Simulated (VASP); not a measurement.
# H3C2N in VASP: notebook, part 2 of 2

VASP 6.6.1.

## 3. Single point, PBE+D3(BJ)

File INCAR:

```
SYSTEM = H3C2N
PREC = Accurate ; ENCUT = 520
EDIFF = 1E-6 ; ISMEAR = -1
SIGMA = 0.05 ; LREAL = Auto
LASPH = .TRUE. ; NELM = 100
ALGO = Normal ; ISIF = 2
LWAVE = .FALSE. ; LCHARG = .TRUE.
GGA = PE ; IVDW = 12
LELF = .TRUE. ; LVHAR = .TRUE.
NBANDS = 72
```

File KPOINTS:

```
Automatic mesh
0
G
  1 1 1
  0 0 0
```

File POSCAR:

```
H3C2N
1.0
    8.3116590000      0.0000000000      0.0000000000
    0.0000000000      8.3116590000      0.0000000000
    0.0000000000      0.0000000000      8.3116590000
C N H
12 6 18
Direct
    1.0376869407      0.1812393892      0.4404174907
    0.9638869930      0.2193665549      0.6000125847
    0.4797959108      0.7684386474      0.2369202105
    0.4188453833      0.6465135300      0.3428798029
    0.1467216112      0.7663452026      0.6222103193
    0.2158173236      0.7383002599      0.7793991548
    0.4803854441      0.3453943431      0.7463612258
    0.4646244510      0.1918389578      0.6744862849
    0.7748633576      0.4578628647      0.1263766957
    0.8096217614      0.6205018757      0.2047605659
    0.8577108373      0.9426517618      0.9356736122
    0.7389018245      0.8284146402      0.8628481991
    0.9454189591      0.2480852499      0.7361466586
    0.4047206460      0.5383040859      0.4281576037
    0.2413477261      0.7074159322      0.9124652491
    0.4398038947      0.0704672798      0.6006382119
    0.8724130766      0.7183884709      0.2878005462
    0.6674118849      0.7148272084      0.8104759832
    1.0814327200      0.2777544170      0.3647045674
    1.1512503100      0.1147664985      0.4738885462
    0.9639110555      0.1026630183      0.3696734912
    0.4800124740      0.8891365731      0.3090598399
    0.6097940255      0.7545184421      0.2205576528
    0.4074517494      0.7549515686      0.1253059106
    0.2307120636      0.7791104038      0.5189938615
    0.0680850839      0.6647048441      0.5898581739
    0.0732826022      0.8727018276      0.6450216497
    0.3734513170      0.3857713604      0.8246368144
    0.5950436610      0.3394749472      0.8194392961
    0.5031125555      0.4393226430      0.6440350837
    0.7108568819      0.4658636741      0.0104431618
    0.8929023676      0.3943977971      0.1133949311
    0.7118915730      0.3737160054      0.2142893495
    0.9685671657      0.9282984300      0.8679133733
    0.8193069518      1.0656717269      0.9097461770
    0.8481098659      0.9393070625      1.0747312901
```

Potentials or basis: VASP PAW PBE potentials, release 64 (C, N, H).

Launch:

```bash
$ cat potpaw_PBE.64/C/POTCAR potpaw_PBE.64/N/POTCAR potpaw_PBE.64/H/POTCAR > POTCAR
$ mpirun -np 1 vasp_gam > vasp.out
```

OUTCAR:

```text
SYSTEM = H3C2N
   PREC = Accurate
   ENCUT = 520
   EDIFF = 1E-6
   ISMEAR = -1
   LREAL = Auto
   LASPH = .TRUE.
   NELM = 100
   ISIF = 2
   GGA = PE
   IVDW = 12
 IVDW          = 12

 ion  position               nearest neighbor table
   1  0.038  0.181  0.440-  21 1.07  19 1.08  20 1.13   2 1.50
   2  0.964  0.219  0.600-  13 1.17   1 1.50
   3  0.480  0.768  0.237-  23 1.10  24 1.11  22 1.17   4 1.44
   4  0.419  0.647  0.343-  14 1.15   3 1.44
   5  0.147  0.766  0.622-  27 1.09  26 1.10  25 1.11   6 1.45
   6  0.216  0.738  0.779-  15 1.16   5 1.45
   7  0.480  0.345  0.746-  29 1.13  28 1.15  30 1.17   8 1.42
   8  0.465  0.192  0.674-  16 1.20   7 1.42
   9  0.775  0.458  0.126-  31 1.10  32 1.12  33 1.14  10 1.53
  10  0.810  0.621  0.205-  17 1.19   9 1.53
  11  0.858  0.943  0.936-  34 1.09  35 1.09  36 1.16  12 1.50
  12  0.739  0.828  0.863-  18 1.20  11 1.50
  13  0.945  0.248  0.736-   2 1.17
  14  0.405  0.538  0.428-   4 1.15
  15  0.241  0.707  0.912-   6 1.16
  16  0.440  0.070  0.601-   8 1.20
  17  0.872  0.718  0.288-  10 1.19
[... 17 lines left out ...]
  35  0.819  0.066  0.910-  11 1.09
  36  0.848  0.939  0.075-  11 1.16

  LATTYP: Found a simple cubic cell.
 ALAT       =     8.3116590000

  Lattice vectors:

 A1 = (   8.3116590000,   0.0000000000,   0.0000000000)
 A2 = (   0.0000000000,   8.3116590000,   0.0000000000)
 A3 = (   0.0000000000,   0.0000000000,   8.3116590000)

Analysis of symmetry for initial positions (statically):
=====================================================================
 Subroutine PRICEL returns:
 Original cell was already a primitive cell.

 Routine SETGRP: Setting up the symmetry group for a
 simple cubic supercell.

 Subroutine GETGRP returns: Found  1 space group operations
 (whereof  1 operations were pure point group operations)
 out of a pool of 48 trial point group operations.

The static configuration has the point symmetry C_1 .

Analysis of symmetry for dynamics (positions and initial velocities):
=====================================================================
 Subroutine PRICEL returns:
 Original cell was already a primitive cell.

 Routine SETGRP: Setting up the symmetry group for a
 simple cubic supercell.

 Subroutine GETGRP returns: Found  1 space group operations
 (whereof  1 operations were pure point group operations)
 out of a pool of 48 trial point group operations.

The dynamic configuration has the point symmetry C_1 .

 Subroutine INISYM returns: Found  1 space group operations
 (whereof  1 operations are pure point group operations),
 and found     1 'primitive' translations

----------------------------------------------------------------------------------------

                                     Primitive cell

  volume of cell :     574.2000

  direct lattice vectors                    reciprocal lattice vectors
     8.311659000  0.000000000  0.000000000     0.120312924  0.000000000  0.000000000
     0.000000000  8.311659000  0.000000000     0.000000000  0.120312924  0.000000000
     0.000000000  0.000000000  8.311659000     0.000000000  0.000000000  0.120312924

  length of vectors
     8.311659000  8.311659000  8.311659000     0.120312924  0.120312924  0.120312924

  position of ions in fractional coordinates (direct lattice)
     0.037686941  0.181239389  0.440417491
[... 100 lines left out ...]

 Following reciprocal coordinates:
            Coordinates               Weight
  0.000000  0.000000  0.000000      1.000000
   k-points           NKPTS =      1   k-points in BZ     NKDIM =      1   number of bands    NBANDS=     72
   number of dos      NEDOS =    301   number of ions     NIONS =     36
   total plane-waves  NPLWV = 262144
   dimension x,y,z NGX =    64 NGY =   64 NGZ =   64
   dimension x,y,z NGXF=   128 NGYF=  128 NGZF=  128
   ions per type =              12   6  18
   NGX,Y,Z   is equivalent  to a cutoff of  12.80, 12.80, 12.80 a.u.
   NGXF,Y,Z  is equivalent  to a cutoff of  25.60, 25.60, 25.60 a.u.
 SYSTEM =  H3C2N
   PREC   = accura    normal or accurate (medium, high low for compatibility)
   ISTART =      0    job   : 0-new  1-cont  2-samecut
   ICHARG =      2    charge: 1-file 2-atom 10-const
   ISPIN  =      1    spin polarized calculation?
   LNONCOLLINEAR =      F non collinear calculations
   LSORBIT =      F    spin-orbit coupling
   LASPH  =      T    aspherical Exc in radial PAW
   ENCUT  =  520.0 eV  38.22 Ry    6.18 a.u.  15.45 15.45 15.45*2*pi/ulx,y,z
   NELM   =    100;   NELMIN=  2; NELMDL= -5     # of ELM steps
   EDIFF  = 0.1E-05   stopping-criterion for ELM
   LREAL  =      T    real-space projection
   EDIFFG = 0.1E-04   stopping-criterion for IOM
   NSW    =      0    number of steps for IOM
   IBRION =     -1    ionic relax: 0-MD 1-quasi-New 2-CG
   NFREE  =      0    steps in history (QN), initial steepest desc. (CG)
   ISIF   =      2    stress and relaxation
   ISYM   =      2    0-nonsym 1-usesym 2-fastsym
   POTIM  = 0.5000    time-step for ionic-motion
   TEBEG  =    0.0;   TEEND  =   0.0 temperature during run
   PSTRESS=    0.0 pullay stress
   NELECT =      96.0000    total number of electrons
   NUPDOWN=      -1.0000    fix difference up-down
   EMIN   =  10.00;   EMAX   =-10.00  energy-range for DOS
   EFERMI =   0.00;   METHOD = LEGACY
   ISMEAR =    -1;   SIGMA  =   0.05  broadening in eV -4-tet -1-fermi 0-gaus
   EFERMI_NEDOS =   21; number of points for ismear=-14 and -15
   IALGO  =     38    algorithm
   IMIX   =      4    mixing-type and parameters
     AMIX     =   0.40;   BMIX     =  1.00
     AMIX_MAG =   1.60;   BMIX_MAG =  1.00
  volume/ion in A,a.u.               =      15.95       107.64
  Fermi-wavevector in a.u.,A,eV,Ry     =   0.901871  1.704288 11.066577  0.813370
  Thomas-Fermi vector in A             =   2.025004
   LORBIT       =      0    0 simple, 1 ext, 2 COOP (PROOUT), +10 PAW based schemes
   GGA     = PE    functional components
   LHFCALC =     F    Hartree Fock is set to
   AEXX    =    0.0000 exact exchange contribution
   IVDW    =    12    specifies the selected vdW correction
   LEPSILON=     F    determine dielectric tensor
   LRPA    =     F    only Hartree local field effects (RPA)
 non-spin polarized calculation
  energy-cutoff  :      520.00
  volume of cell :      574.20
 maximum number of plane-waves:      7758
 NGX is ok and might be reduce to    64
   NGX = 31   NGY = 31   NGZ = 31

 number of electron      96.0000002 magnetization

 Free energy of the ion-electron system (eV)
  ---------------------------------------------------
  ext. energy  EPLUGINS =         0.00000000
  ---------------------------------------------------
  free energy    TOTEN  =      -219.30088197 eV

  energy without entropy =     -219.30088197  energy(sigma->0) =     -219.30088197

 E-fermi :  -3.3629     XC(G=0):  -5.8673

 val. band max:       -4.5687764860   @ k =   0.0000   0.0000   0.0000
 cond. band min:       0.8143083283   @ k =   0.0000   0.0000   0.0000
 fundamental gap:      5.3830848143
 Fermi energy:        -3.3628760715

 k-point     1 :       0.0000    0.0000    0.0000
  band No.  band energies     occupation
      1     -20.1255      2.00000
      2     -20.0539      2.00000
      3     -19.9288      2.00000
      4     -19.7695      2.00000
      5     -19.3385      2.00000
      6     -19.2848      2.00000
[... 52 lines left out ...]
     59       2.5109      0.00000
     60       2.7009      0.00000
 [bands above 60 left out]

------------------------ aborting loop because EDIFF is reached ----------------------------------------

 Edisp (eV)   -1.46649

 E8    (eV) :    -0.3498

  FORCE on cell =-STRESS in cart. coord.  units (eV):
  Direction    XX          YY          ZZ          XY          YZ          ZX
  --------------------------------------------------------------------------------------
  -------------------------------------------------------------------------------------
  Total      -4.73491    -7.81221    -8.60331    -4.34308    -8.24883    -0.38327
  in kB     -13.21173   -21.79824   -24.00561   -12.11841   -23.01652    -1.06943
  external pressure =      -19.67 kB  Pullay stress =        0.00 kB

 VOLUME and BASIS-vectors are now :
 -----------------------------------------------------------------------------
  energy-cutoff  :      520.00
  volume of cell :      574.20
      direct lattice vectors                 reciprocal lattice vectors
     8.311659000  0.000000000  0.000000000     0.120312924  0.000000000  0.000000000
     0.000000000  8.311659000  0.000000000     0.000000000  0.120312924  0.000000000
     0.000000000  0.000000000  8.311659000     0.000000000  0.000000000  0.120312924

 POSITION                                       TOTAL-FORCE (eV/Angst)
 -----------------------------------------------------------------------------------
      0.31324      1.50640      3.66060         0.772101     -0.733649      1.628398
      8.01150      1.82330      4.98710         1.320853      0.351757     -1.118445
      3.98790      6.38700      1.96920        -0.691524      1.680730      0.881339
      3.48130      5.37360      2.84990         1.568264      0.735131     -0.725235
      1.21950      6.36960      5.17160         0.081668     -0.138930     -0.282120
      1.79380      6.13650      6.47810        -0.256924     -0.441935     -1.123052
[... 28 lines left out ...]
      6.80980      0.54584      7.56150        -0.131808      0.210994     -0.318984
      7.04920      7.80720      0.62114         0.860683     -0.585608     -1.720114
 -----------------------------------------------------------------------------------
    total drift:                               -0.003120     -0.020326      0.005611

  FREE ENERGIE OF THE ION-ELECTRON SYSTEM (eV)
  ---------------------------------------------------
  free  energy   TOTEN  =      -220.7673669925 eV

  energy  without entropy=     -220.7673669924  energy(sigma->0) =     -220.76736699
```

Run time: 90 s. Hardware: 1 thread of Intel Xeon Platinum 8259CL at 2.50GHz (Skylake/Cascade Lake), shared host; peak memory 0.55 GiB.

Results:

* Free energy: -220.7674 eV
* Pressure: -2.0 GPa
* Largest force: 4.384 eV/Å
* Band gap on the k mesh: 5.38 eV
* Dispersion energy per atom: -0.041 eV

Forces in eV/Å, atoms in the order of the input:
```
C    0.772 -0.734  1.628
C    1.321  0.352 -1.118
C   -0.692  1.681  0.881
C    1.568  0.735 -0.725
C    0.082 -0.139 -0.282
C   -0.257 -0.442 -1.123
C    0.908  2.021  0.499
C   -1.485 -3.363 -2.389
C    0.314  0.104  1.283
C    1.601 -1.139  0.906
C   -2.355  0.098  0.676
C   -0.402 -2.276 -0.365
N   -0.514  0.062 -0.163
N   -0.875 -1.502  1.041
N    0.554 -0.133  1.214
N    0.684  2.524  1.672
N   -1.094 -1.096 -1.420
N    1.378  2.700  1.113
H   -0.268  0.883  0.170
H   -0.635  0.183 -0.240
H   -0.566 -0.567 -0.354
H   -0.666 -1.157 -1.261
H   -0.277 -0.412 -0.272
H    0.383  0.880  0.049
H   -0.175  0.308  0.811
H   -0.075  0.105  0.187
H   -0.250  0.312 -0.696
H    1.159 -0.531 -0.899
H   -0.838  0.361 -0.257
H   -0.486 -1.108  1.397
H    0.186  0.126  0.341
H   -0.340  0.658 -0.381
H    0.004  1.109 -0.636
H    0.607 -0.230  0.753
H   -0.132  0.211 -0.319
H    0.861 -0.586 -1.720
```

Caveat: the k points lie up to 0.76 Å⁻¹ apart; the atoms stand as in a frame of molecular dynamics.
